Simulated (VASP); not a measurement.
A run of VASP 6.6.1:

File INCAR:

```
  PREC = Accurate
  ENCUT = 520
  EDIFF = 1E-6
  ISMEAR = 0
  SIGMA = 0.1
  LREAL = F
  LASPH = T
  NELM = 60
  ALGO = Fast
  ISIF = 2
  LWAVE = F
  LCHARG = F
  GGA = PS
  NBANDS = 56
```

Contents of KPOINTS:

```
regular mesh
0
Gamma
  8 8 8
```

POSCAR

```
GaPt
1.0
    5.0607743560      0.0000000000      0.0000000000
    0.0000000000      5.0607743560      0.0000000000
    0.0000000000      0.0000000000      5.0607743560
Ga Pt
4 4
Direct
    0.0881693101      0.0881693101      0.0881693101
    0.4118306899      0.9118306899      0.5881693101
    0.9118306899      0.5881693101      0.4118306899
    0.5881693101      0.4118306899      0.9118306899
    0.3782502549      0.3782502549      0.3782502549
    0.1217497451      0.6217497451      0.8782502549
    0.6217497451      0.8782502549      0.1217497451
    0.8782502549      0.1217497451      0.6217497451
```

Potentials or basis: VASP PAW PBE potentials, release 64 (Ga_d, Pt).

Command:

```sh
$ cat potpaw_PBE.64/Ga_d/POTCAR potpaw_PBE.64/Pt/POTCAR > POTCAR
$ mpirun -np 1 vasp_std > vasp.out
```

Hardware: 1 thread of Intel(R) Xeon(R) 6975P-C (Granite Rapids), on a shared host.

Problem. How long does it take, and how much memory?

Solution. Run time: 3.8 min on 1 thread of Intel(R) Xeon(R) 6975P-C (Granite Rapids) (shared host), peak memory 0.4 GiB. Counts: scf iterations 16, k points 45.
